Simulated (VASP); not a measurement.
A run of VASP 6.6.1:

Contents of INCAR:

```
SYSTEM = Mg
  PREC = Accurate
  ENCUT = 520
  EDIFF = 1E-6
  ISMEAR = 0
  SIGMA = 0.1
  LREAL = .FALSE.
  LASPH = .TRUE.
  NELM = 80
  ALGO = Normal
  ISIF = 2
  LWAVE = .FALSE.
  LCHARG = .FALSE.
  GGA = PE
  NBANDS = 12
```

KPOINTS

```
Automatic mesh
0
G
  12 12 4
  0 0 0
```

File POSCAR:

```
Mg
1.0
    3.1376884487      0.0000000000      0.0000000000
   -1.5688442243      2.7173179057      0.0000000000
    0.0000000000      0.0000000000     11.4019761732
Mg
4
Direct
    0.6666666667      0.3333333333      0.0000000000
    0.0000000000      0.0000000000      0.7691053689
    0.0000000000      0.0000000000      0.5000000000
    0.0000000000      0.0000000000      0.2308946311
```

Potentials or basis: VASP PAW PBE potentials, release 64 (Mg).

Launch:

```bash
$ cat potpaw_PBE.64/Mg/POTCAR > POTCAR
$ mpirun -np 1 vasp_std > vasp.out
```

Hardware: 1 thread of Intel Xeon 8259CL, with other jobs on the host.

**Question.** Estimate the wall time of this run.

**Answer.** It took 61 s on 1 thread of Intel Xeon 8259CL, on a shared host, peak memory 0.24 GiB. Counts: scf iterations 12, k points 57.
